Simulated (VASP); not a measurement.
# InAs (Fm-3m) in VASP: notebook

InAs is run at these levels: PBE, LDA, PBEsol; tasks: relaxation of cell and atoms, single point.

All numbers are computed with VASP 6.6.1; they aren't measurements. Logs are shortened: lines on timing, memory, paths and dates and some standing lists are left out, and cuts for length are marked.

**1. The cell of the first run**

The structure is cubic, space group Fm-3m (No. 225). Conventional cell: a = 5.755 Å, b = 5.755 Å, c = 5.755 Å, α = 90.00°, β = 90.00°, γ = 90.00°. In (site symmetry m-3m) has 6 As at 2.88 Å within 3.8 Å. Within 3.8 Å of As (site symmetry m-3m) lie 6 In at 2.88 Å.

**2. Relaxation of cell and atoms, PBE**

File INCAR:

```
PREC = Accurate
ENCUT = 600
EDIFF = 1E-6
ISMEAR = -1
SIGMA = 0.05
LREAL = F
LASPH = T
NELM = 100
ALGO = Normal
ISIF = 3
LWAVE = F
LCHARG = F
GGA = PE
IBRION = 2
NSW = 60
EDIFFG = -0.01
```

File KPOINTS:

```
Automatic mesh
0
Gamma
  8 8 8
```

File POSCAR:

```
InAs
1.0
    0.0000000000      2.8773040000      2.8773040000
    2.8773040000      0.0000000000      2.8773040000
    2.8773040000      2.8773040000      0.0000000000
In As
1 1
Direct
    0.5000000000      0.5000000000      0.5000000000
    0.0000000000      0.0000000000      0.0000000000
```

Potentials or basis: VASP PAW PBE potentials, release 64 (In_d, As).

Run with:

```
> cat potpaw_PBE.64/In_d/POTCAR potpaw_PBE.64/As/POTCAR > POTCAR
> mpirun -np 1 vasp_std > vasp.out
```

OUTCAR:

```text
PREC = Accurate
   ENCUT = 600
   EDIFF = 1E-6
   ISMEAR = -1
   LREAL = F
   LASPH = T
   NELM = 100
   ISIF = 3
   GGA = PE
   IBRION = 2
   NSW = 60
   EDIFFG = -0.01

 ion  position               nearest neighbor table
   1  0.500  0.500  0.500-   2 2.88   2 2.88   2 2.88   2 2.88   2 2.88   2 2.88
   2  0.000  0.000  0.000-   1 2.88   1 2.88   1 2.88   1 2.88   1 2.88   1 2.88

  LATTYP: Found a face centered cubic cell.
 ALAT       =     5.7546080000

  Lattice vectors:

 A1 = (   0.0000000000,   2.8773040000,   2.8773040000)
 A2 = (   2.8773040000,   0.0000000000,   2.8773040000)
 A3 = (   2.8773040000,   2.8773040000,   0.0000000000)

Analysis of symmetry for initial positions (statically):
=====================================================================
 Subroutine PRICEL returns:
 Original cell was already a primitive cell.

 Routine SETGRP: Setting up the symmetry group for a
 face centered cubic supercell.

 Subroutine GETGRP returns: Found 48 space group operations
 (whereof 48 operations were pure point group operations)
 out of a pool of 48 trial point group operations.

The static configuration has the point symmetry O_h .

Analysis of symmetry for dynamics (positions and initial velocities):
=====================================================================
 Subroutine PRICEL returns:
 Original cell was already a primitive cell.

 Routine SETGRP: Setting up the symmetry group for a
 face centered cubic supercell.

 Subroutine GETGRP returns: Found 48 space group operations
 (whereof 48 operations were pure point group operations)
 out of a pool of 48 trial point group operations.

The dynamic configuration has the point symmetry O_h .

 Subroutine INISYM returns: Found 48 space group operations
 (whereof 48 operations are pure point group operations),
 and found     1 'primitive' translations

----------------------------------------------------------------------------------------

                                     Primitive cell

  volume of cell :      47.6417

  direct lattice vectors                    reciprocal lattice vectors
     0.000000000  2.877304000  2.877304000    -0.173773783  0.173773783  0.173773783
     2.877304000  0.000000000  2.877304000     0.173773783 -0.173773783  0.173773783
     2.877304000  2.877304000  0.000000000     0.173773783  0.173773783 -0.173773783

  length of vectors
     4.069122340  4.069122340  4.069122340     0.300985021  0.300985021  0.300985021

  position of ions in fractional coordinates (direct lattice)
     0.500000000  0.500000000  0.500000000
     0.000000000  0.000000000  0.000000000

  ion indices of the primitive-cell ions
[... 83 lines left out ...]
   POTIM  = 0.5000    time-step for ionic-motion
   TEBEG  =    0.0;   TEEND  =   0.0 temperature during run
   PSTRESS=    0.0 pullay stress
   NELECT =      18.0000    total number of electrons
   NUPDOWN=      -1.0000    fix difference up-down
   EMIN   =  10.00;   EMAX   =-10.00  energy-range for DOS
   EFERMI =   0.00;   METHOD = LEGACY
   ISMEAR =    -1;   SIGMA  =   0.05  broadening in eV -4-tet -1-fermi 0-gaus
   EFERMI_NEDOS =   21; number of points for ismear=-14 and -15
   IALGO  =     38    algorithm
   IMIX   =      4    mixing-type and parameters
     AMIX     =   0.40;   BMIX     =  1.00
     AMIX_MAG =   1.60;   BMIX_MAG =  1.00
  volume/ion in A,a.u.               =      23.82       160.75
  Fermi-wavevector in a.u.,A,eV,Ry     =   1.183505  2.236499 19.057448  1.400683
  Thomas-Fermi vector in A             =   2.319738
   LORBIT       =      0    0 simple, 1 ext, 2 COOP (PROOUT), +10 PAW based schemes
   GGA     = PE    functional components
   LHFCALC =     F    Hartree Fock is set to
   AEXX    =    0.0000 exact exchange contribution
   IVDW    =     0    specifies the selected vdW correction
   LEPSILON=     F    determine dielectric tensor
   LRPA    =     F    only Hartree local field effects (RPA)
 conjugate gradient relaxation of ions
 non-spin polarized calculation
  energy-cutoff  :      600.00
  volume of cell :       47.64
 maximum number of plane-waves:      1639
 NGX is ok and might be reduce to    36
   NGX = 17   NGY = 17   NGZ = 17

 number of electron      18.0000003 magnetization

 Free energy of the ion-electron system (eV)
  ---------------------------------------------------
  ext. energy  EPLUGINS =         0.00000000
  ---------------------------------------------------
  free energy    TOTEN  =        -7.31956260 eV

  energy without entropy =       -7.30803764  energy(sigma->0) =       -7.31380012

 E-fermi :   5.9282     XC(G=0): -10.0971

 val. band max:        5.8482222557   @ k =   0.3750   0.2500   0.0000
 cond. band min:       5.9604361815   @ k =  -0.3750   0.1250   0.0000
 fundamental gap:      0.1122139257
 Fermi energy:         5.9282489361

 k-point     1 :       0.0000    0.0000    0.0000
  band No.  band energies     occupation
      1      -8.3843      2.00000
      2      -8.3843      2.00000
      3      -8.3636      2.00000
      4      -8.3636      2.00000
      5      -8.3636      2.00000
      6      -6.1798      2.00000
      7       5.2602      2.00000
      8       5.7179      1.97065
      9       5.7179      1.97065
     10       5.7179      1.97065
     11      13.0971      0.00000
     12      13.0971      0.00000
     13      13.0971      0.00000
[... 354 lines left out ...]
  band No.  band energies     occupation
      1      -8.5048      2.00000
      2      -8.4115      2.00000
      3      -8.3533      2.00000
      4      -8.3310      2.00000
      5      -8.3026      2.00000
      6      -4.1168      2.00000
      7      -0.0433      2.00000
      8       3.6395      2.00000
      9       4.4198      2.00000
     10       8.0089      0.00000
     11       9.2059      0.00000
     12      11.8208      0.00000
     13      13.2521      0.00000

 [... further k-points ...]
[... 5 lines left out ...]
  --------------------------------------------------------------------------------------
  -------------------------------------------------------------------------------------
  Total        0.0013366      0.0013366      0.0013366     -0.0000000      0.0000000     -0.0000000
  in kB        0.0449485      0.0449485      0.0449485     -0.0000000      0.0000000     -0.0000000
  external PRESSURE =       0.0449485 kB  Pullay stress =       0.0000000 kB

 VOLUME and BASIS-vectors are now :
 -----------------------------------------------------------------------------
  energy-cutoff  :      600.00
  volume of cell :       47.64
      direct lattice vectors                 reciprocal lattice vectors
     0.000000000  2.877304000  2.877304000    -0.173773783  0.173773783  0.173773783
     2.877304000  0.000000000  2.877304000     0.173773783 -0.173773783  0.173773783
     2.877304000  2.877304000  0.000000000     0.173773783  0.173773783 -0.173773783

 POSITION                                       TOTAL-FORCE (eV/Angst)
 -----------------------------------------------------------------------------------
      2.87730      2.87730      2.87730        -0.000000      0.000000     -0.000000
      0.00000      0.00000      0.00000         0.000000     -0.000000      0.000000
 -----------------------------------------------------------------------------------
    total drift:                                0.000000      0.000000      0.000000

  FREE ENERGIE OF THE ION-ELECTRON SYSTEM (eV)
  ---------------------------------------------------
  free  energy   TOTEN  =        -7.3195625977 eV

  energy  without entropy=       -7.3080376425  energy(sigma->0) =       -7.31380012

 reached required accuracy - stopping structural energy minimisation
```

OSZICAR:

```text
N       E                     dE             d eps       ncg     rms          rms(c)
DAV:   1     0.107694274078E+03    0.10769E+03   -0.98193E+03   759   0.178E+03
DAV:   2    -0.776632470082E+00   -0.10847E+03   -0.10566E+03   779   0.347E+02
DAV:   3    -0.734354814826E+01   -0.65669E+01   -0.63006E+01   994   0.833E+01
DAV:   4    -0.749643855161E+01   -0.15289E+00   -0.15109E+00   812   0.133E+01
DAV:   5    -0.750212370306E+01   -0.56852E-02   -0.56848E-02  1145   0.258E+00    0.371E+00
DAV:   6    -0.732250113555E+01    0.17962E+00   -0.38999E-01  1035   0.115E+01    0.194E+00
DAV:   7    -0.731926997162E+01    0.32312E-02   -0.45924E-02  1031   0.204E+00    0.680E-01
DAV:   8    -0.731937998253E+01   -0.11001E-03   -0.31255E-03   839   0.769E-01    0.147E-01
DAV:   9    -0.731955433172E+01   -0.17435E-03   -0.42283E-04   982   0.246E-01    0.768E-02
DAV:  10    -0.731955794008E+01   -0.36084E-05   -0.21782E-05  1006   0.492E-02    0.472E-02
DAV:  11    -0.731956329193E+01   -0.53518E-05   -0.54248E-06   859   0.224E-02    0.103E-02
DAV:  12    -0.731956259765E+01    0.69428E-06   -0.10648E-06   640   0.145E-02
   1 F= -.73195626E+01 E0= -.73138001E+01  d E =-.731956E+01
```

CONTCAR:

```text
InAs
   1.00000000000000
     0.0000000000000000    2.8773040000000001    2.8773040000000001
     2.8773040000000001    0.0000000000000000    2.8773040000000001
     2.8773040000000001    2.8773040000000001    0.0000000000000000
  In              As
     1     1
Direct
     0.5000000000000000    0.5000000000000000    0.5000000000000000
     0.0000000000000000    0.0000000000000000    0.0000000000000000

  0.00000000E+00  0.00000000E+00  0.00000000E+00
  0.00000000E+00  0.00000000E+00  0.00000000E+00
```

It took 46 s on 1 thread of AMD EPYC 7R13, shared host; peak memory 0.21 GiB.

Results:

| Quantity | Value |
| --- | --- |
| Free energy | -7.3196 eV |
| Pressure after relaxing | 0.0 GPa |
| Band gap on the k mesh | zero (band 9 reaches 6.26 eV, above the bottom of band 10 at 3.69 eV) |

Final structure:
```
CELL_PARAMETERS angstrom
0.00000 2.87730 2.87730
2.87730 0.00000 2.87730
2.87730 2.87730 0.00000
ATOMIC_POSITIONS crystal
In 0.50000 0.50000 0.50000
As 0.00000 0.00000 0.00000
```

Caveat: the relaxation stopped at its first step, so nothing moved; spin-orbit coupling is left out, which moves the levels of the heavy elements.

**3. Single point, PBE, non-collinear spin, zero start, spin-orbit coupling**

File INCAR:

```
SYSTEM = InAs
  PREC = Accurate
  ENCUT = 520
  EDIFF = 1E-7
  ISMEAR = -1
  SIGMA = 0.05
  LREAL = .FALSE.
  LASPH = .TRUE.
  NELM = 150
  ALGO = Normal
  ISIF = 2
  LWAVE = .FALSE.
  LCHARG = .FALSE.
  MAGMOM = 0 0 0 0 0 0
  LORBIT = 11
  LSORBIT = .TRUE.
  GGA_COMPAT = .FALSE.
  LORBMOM = .TRUE.
  GGA = PE
  NBANDS = 30
```

File KPOINTS:

```
Automatic mesh
0
G
  6 6 6
  0 0 0
```

POSCAR is that of step 2.

Potentials or basis: VASP PAW PBE potentials, release 64 (In_d, As).

Run with:

```
> cat potpaw_PBE.64/In_d/POTCAR potpaw_PBE.64/As/POTCAR > POTCAR
> mpirun -np 1 vasp_ncl > vasp.out
```

OUTCAR:

```text
SYSTEM = InAs
   PREC = Accurate
   ENCUT = 520
   EDIFF = 1E-7
   ISMEAR = -1
   LREAL = .FALSE.
   LASPH = .TRUE.
   NELM = 150
   ISIF = 2
   LORBIT = 11
   LSORBIT = .TRUE.
   GGA = PE

 ion  position               nearest neighbor table
   1  0.500  0.500  0.500-   2 2.88   2 2.88   2 2.88   2 2.88   2 2.88   2 2.88
   2  0.000  0.000  0.000-   1 2.88   1 2.88   1 2.88   1 2.88   1 2.88   1 2.88

  LATTYP: Found a face centered cubic cell.
 ALAT       =     5.7546080000

  Lattice vectors:

 A1 = (   0.0000000000,   2.8773040000,   2.8773040000)
 A2 = (   2.8773040000,   0.0000000000,   2.8773040000)
 A3 = (   2.8773040000,   2.8773040000,   0.0000000000)

Analysis of symmetry for initial positions (statically):
=====================================================================
 Subroutine PRICEL returns:
 Original cell was already a primitive cell.

 Routine SETGRP: Setting up the symmetry group for a
 face centered cubic supercell.

 Subroutine GETGRP returns: Found 48 space group operations
 (whereof 48 operations were pure point group operations)
 out of a pool of 48 trial point group operations.

The static configuration has the point symmetry O_h .

Analysis of symmetry for dynamics (positions and initial velocities):
=====================================================================
 Subroutine PRICEL returns:
 Original cell was already a primitive cell.

 Routine SETGRP: Setting up the symmetry group for a
 face centered cubic supercell.

 Subroutine GETGRP returns: Found 48 space group operations
 (whereof 48 operations were pure point group operations)
 out of a pool of 48 trial point group operations.

The dynamic configuration has the point symmetry O_h .

Analysis of structural, dynamic, and magnetic symmetry:
=====================================================================
 Subroutine PRICEL returns:
 Original cell was already a primitive cell.

 Routine SETGRP: Setting up the symmetry group for a
 face centered cubic supercell.

 Subroutine GETGRP returns: Found 48 space group operations
 (whereof 48 operations were pure point group operations)
 out of a pool of 48 trial point group operations.

The overall configuration has the point symmetry O_h .

 Subroutine INISYM returns: Found 48 space group operations
 (whereof 48 operations are pure point group operations),
 and found     1 'primitive' translations

----------------------------------------------------------------------------------------

                                     Primitive cell

  volume of cell :      47.6417

  direct lattice vectors                    reciprocal lattice vectors
     0.000000000  2.877304000  2.877304000    -0.173773783  0.173773783  0.173773783
     2.877304000  0.000000000  2.877304000     0.173773783 -0.173773783  0.173773783
     2.877304000  2.877304000  0.000000000     0.173773783  0.173773783 -0.173773783
[... 661 lines left out ...]

  FORCE on cell =-STRESS in cart. coord.  units (eV):
  Direction    XX          YY          ZZ          XY          YZ          ZX
  --------------------------------------------------------------------------------------
  -------------------------------------------------------------------------------------
  Total        0.0022823      0.0022823      0.0022823     -0.0000000      0.0000000     -0.0000000
  in kB        0.0767520      0.0767520      0.0767520     -0.0000000      0.0000000     -0.0000000
  external PRESSURE =       0.0767520 kB  Pullay stress =       0.0000000 kB

 VOLUME and BASIS-vectors are now :
 -----------------------------------------------------------------------------
  energy-cutoff  :      520.00
  volume of cell :       47.64
      direct lattice vectors                 reciprocal lattice vectors
     0.000000000  2.877304000  2.877304000    -0.173773783  0.173773783  0.173773783
     2.877304000  0.000000000  2.877304000     0.173773783 -0.173773783  0.173773783
     2.877304000  2.877304000  0.000000000     0.173773783  0.173773783 -0.173773783

 POSITION                                       TOTAL-FORCE (eV/Angst)
 -----------------------------------------------------------------------------------
      2.87730      2.87730      2.87730        -0.000000     -0.000000     -0.000000
      0.00000      0.00000      0.00000         0.000000      0.000000      0.000000
 -----------------------------------------------------------------------------------
    total drift:                                0.000000      0.000000      0.000000

  FREE ENERGIE OF THE ION-ELECTRON SYSTEM (eV)
  ---------------------------------------------------
  free  energy   TOTEN  =        -7.4026777628 eV

  energy  without entropy=       -7.3905982291  energy(sigma->0) =       -7.39663800

 orbital moment (x)

 # of ion     p       d       tot
 ----------------------------------------
  1         0.000   0.000   0.000
  2         0.000  -0.000  -0.000
 ----------------------------------------
            0.000   0.000   0.000

 orbital moment (y)

 # of ion     p       d       tot
 ----------------------------------------
  1         0.000  -0.000  -0.000
  2         0.000  -0.000  -0.000
 ----------------------------------------
            0.000  -0.000  -0.000

 orbital moment (z)

 # of ion     p       d       tot
 ----------------------------------------
  1         0.000   0.000   0.000
  2         0.000   0.000   0.000
 ----------------------------------------
            0.000   0.000   0.000

 Spin-Orbit-Coupling matrix elements

 Ion:    1  E_soc:     -0.0674478
 l=   1
     0.0000000    -0.0050275    -0.0050275
    -0.0050275     0.0000000    -0.0050275
    -0.0050275    -0.0050275     0.0000000
 l=   2
     0.0000000    -0.0012670     0.0000000    -0.0012670    -0.0049468
    -0.0012670     0.0000000    -0.0037101    -0.0012670    -0.0012367
     0.0000000    -0.0037101     0.0000000    -0.0037101     0.0000000
    -0.0012670    -0.0012670    -0.0037101     0.0000000    -0.0012367
    -0.0049468    -0.0012367     0.0000000    -0.0012367     0.0000000
 l=   3
     0.0000000     0.0000000     0.0000000     0.0000000     0.0000000     0.0000000     0.0000000
     0.0000000     0.0000000     0.0000000     0.0000000     0.0000000     0.0000000     0.0000000
     0.0000000     0.0000000     0.0000000     0.0000000     0.0000000     0.0000000     0.0000000
     0.0000000     0.0000000     0.0000000     0.0000000     0.0000000     0.0000000     0.0000000
     0.0000000     0.0000000     0.0000000     0.0000000     0.0000000     0.0000000     0.0000000
     0.0000000     0.0000000     0.0000000     0.0000000     0.0000000     0.0000000     0.0000000
     0.0000000     0.0000000     0.0000000     0.0000000     0.0000000     0.0000000     0.0000000

 Ion:    2  E_soc:     -0.0356436
 l=   1
     0.0000000    -0.0059424    -0.0059424
    -0.0059424     0.0000000    -0.0059424
    -0.0059424    -0.0059424     0.0000000
 l=   2
     0.0000000    -0.0000008     0.0000000    -0.0000008     0.0000026
    -0.0000008     0.0000000     0.0000019    -0.0000008     0.0000006
     0.0000000     0.0000019     0.0000000     0.0000019     0.0000000
    -0.0000008    -0.0000008     0.0000019     0.0000000     0.0000006
     0.0000026     0.0000006     0.0000000     0.0000006     0.0000000
 l=   3
     0.0000000     0.0000000     0.0000000     0.0000000     0.0000000     0.0000000     0.0000000
     0.0000000     0.0000000     0.0000000     0.0000000     0.0000000     0.0000000     0.0000000
     0.0000000     0.0000000     0.0000000     0.0000000     0.0000000     0.0000000     0.0000000
     0.0000000     0.0000000     0.0000000     0.0000000     0.0000000     0.0000000     0.0000000
     0.0000000     0.0000000     0.0000000     0.0000000     0.0000000     0.0000000     0.0000000
     0.0000000     0.0000000     0.0000000     0.0000000     0.0000000     0.0000000     0.0000000
     0.0000000     0.0000000     0.0000000     0.0000000     0.0000000     0.0000000     0.0000000

 total charge

# of ion       s       p       d       tot
------------------------------------------
    1        0.880   0.555   9.879  11.314
    2        1.264   1.440   0.023   2.727
--------------------------------------------------
tot          2.144   1.995   9.902  14.041

 magnetization (x)

# of ion       s       p       d       tot
------------------------------------------
    1        0.000  -0.000   0.000  -0.000
    2        0.000   0.000   0.000   0.000
--------------------------------------------------
tot          0.000   0.000   0.000   0.000

 magnetization (y)

# of ion       s       p       d       tot
------------------------------------------
    1        0.000  -0.000   0.000   0.000
    2       -0.000  -0.000   0.000  -0.000
--------------------------------------------------
tot         -0.000  -0.000   0.000  -0.000

 magnetization (z)

# of ion       s       p       d       tot
------------------------------------------
    1        0.000   0.000   0.000   0.000
    2        0.000   0.000   0.000   0.000
--------------------------------------------------
tot          0.000   0.000   0.000   0.000
```

Wall time 2.1 min (1 thread of AMD EPYC 7R13, shared host); peak memory 0.29 GiB.

What came out:

```
Free energy                                           : -7.4027 eV
Pressure                                              : 0.0 GPa
Net moment                                            : 0.00 μB per cell
Valence electrons inside the program's atomic spheres : In 11.31; As 2.73
```

Moments on the atoms (μB; x, y, z):
```
In  0.00 0.00 0.00
As  0.00 0.00 0.00
```

[end of part 1 of 2]
